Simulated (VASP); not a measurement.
# CO2: single point with r2SCAN

Crystal: CO2.

```
CELL_PARAMETERS angstrom
4.49888 0.00000 0.00000
0.00000 4.49888 0.00000
0.00000 0.00000 4.63273
ATOMIC_POSITIONS crystal
C 0.50000 0.50000 0.50000
C 0.00000 0.00000 0.00000
O 0.31761 0.68239 0.50000
O 0.68239 0.31761 0.50000
O 0.18239 0.18239 0.00000
O 0.81761 0.81761 0.00000
```

This cell differs from its parent crystal: volume scaled by 1.06, then relaxed in part.

| Property | Result |
| --- | --- |
| Program | VASP 6.6.1 |
| Task | single point |
| Functional | r2SCAN |
| Potentials or basis | VASP PAW PBE potentials, release 64 (C, O) |
| Cutoff | 520 eV |
| k mesh | 6 × 6 × 6 |
| Occupations | gaussian, width 0.02 eV |
| Spin | no spin polarisation |

```yaml
Pressure: 1.5 GPa
Largest_force: 0.799 eV/Å
Band_gap_on_the_k_mesh: 7.29 eV, indirect (least direct gap 7.53 eV)
```

Forces on the atoms (eV/Å):
```
C    0.000  0.000  0.000
C    0.000  0.000  0.000
O   -0.565  0.565  0.000
O    0.565 -0.565  0.000
O    0.565  0.565  0.000
O   -0.565 -0.565  0.000
```

Stress tensor (GPa, compression positive):
```
 2.53  0.00  0.00
 0.00  2.53  0.00
 0.00  0.00 -0.60
```

Levels at points of the mesh, in eV from the valence-band top:
| k point | band 14 | band 15 | band 16 | band 17 | band 18 | band 19 |
| --- | --- | --- | --- | --- | --- | --- |
| (0.00, 0.00, 0.00) | -0.31 | -0.31 | -0.24 | 7.29 | 8.61 | 9.00 |
| (0.50, 0.00, 0.00) | -0.33 | -0.31 | -0.31 | 9.05 | 9.05 | 9.21 |
| (0.50, 0.50, 0.00) | -0.42 | 0.00 | 0.00 | 9.26 | 9.26 | 9.27 |
| (0.00, 0.00, 0.50) | -0.63 | -0.32 | -0.32 | 8.84 | 8.84 | 9.11 |
| (0.50, 0.00, 0.50) | -0.62 | -0.13 | -0.13 | 8.93 | 8.93 | 9.44 |
| (0.50, 0.50, 0.50) | -0.34 | 0.00 | 0.00 | 8.75 | 8.75 | 9.28 |

It took 8.9 min on 1 thread of Oxide Virtual Turin-like Processor, on a shared host, peak memory 0.21 GiB.

Caveat: the PAW data sets were made with another functional, which shifts forces and pressure a little. A k mesh can miss the band edges.
